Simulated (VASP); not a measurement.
Runs of VASP 6.6.1 on ZrO2. The structure is that of space group Fm-3m (No. 225), or close to it. The cells are those of the table. 

| level | cell | cutoff (eV) | gap on the mesh (eV) | pressure (GPa) |
| --- | --- | --- | --- | --- |
| PBE | a = 3.544 Å, angles 60.0°, 3 atoms | 600 | 3.48 | 16.8 |
| r2SCAN | a = 3.525 Å, angles 60.0°, 3 atoms | 660 | 4.06 | 18.2 |
| PBE | a = 3.688 Å, angles 60.0°, 3 atoms | 600 | 3.15 | (a) |
| r2SCAN | a = 3.669 Å, angles 60.0°, 3 atoms | 660 | (c) | -13.3 |
| r2SCAN | a = 3.634 Å, angles 60.0°, 3 atoms | 660 | 3.78 | -7.2 |
| r2SCAN | a = 3.562 Å, angles 60.0°, 3 atoms | 660 | 3.97 | 8.4 |
| r2SCAN | a = 3.599 Å, angles 60.0°, 3 atoms | 660 | (b) | 0.0 |
| PBE | a = 3.599 Å, angles 60.0°, 3 atoms | 600 | 3.36 | (d) |

Alike in all rows: task single point; potentials or basis VASP PAW PBE potentials, release 64 (Zr_sv, O); no spin polarisation; k mesh 8 × 8 × 8; smearing gaussian 0.01 eV.

Question: Fill in the values left out.

Answer: (a) -12.1; (b) 3.87; (c) 3.69; (d) 3.9.

Caveats: the PAW data sets were made with another functional, which shifts forces and pressure a little (at least some runs); the cell stands under pressure (at least some runs); the cell stands under tension (at least some runs).

A k mesh can miss the band edges, and the runs leave out spin-orbit coupling on Zr.
